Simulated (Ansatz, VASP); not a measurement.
**One calculation of Te, two programs**

```
Te
1.0
     3.94934    0.00000    0.00000
    -1.97467    3.42023    0.00000
     0.00000    0.00000    4.26730
Te
2
Direct
  0.33333 0.66667 0.25000
  0.66667 0.33333 0.75000
```

Alike in both runs: task single point; functional r2SCAN; k mesh 10 × 10 × 8; occupations fermi-dirac, width 0.1 eV; no spin polarisation.

```csv
,VASP,Ansatz
version,VASP 6.6.1,Ansatz 0.2.0
potentials or method,"VASP PAW PBE potentials, release 64 (Te), cutoff 520 eV","plane waves (500 eV) with PAW, scalar-relativistic"
valence electrons in the cell,12,32
```

```tsv
	VASP	Ansatz	Ansatz less VASP
pressure (GPa)	5.2	5.2	+0.03
traceless stress, the component that is largest in VASP (GPa)	1.64	1.64	-0.003
```

VASP's potentials were made for PBE, not for r2SCAN. The functional is the same, so the differences come from potentials, cutoffs and numerics. VASP's potentials hold 12 valence electrons a cell and Ansatz's 32, so a difference there can come from the potentials and not from the codes.

Spin-orbit coupling is off throughout.
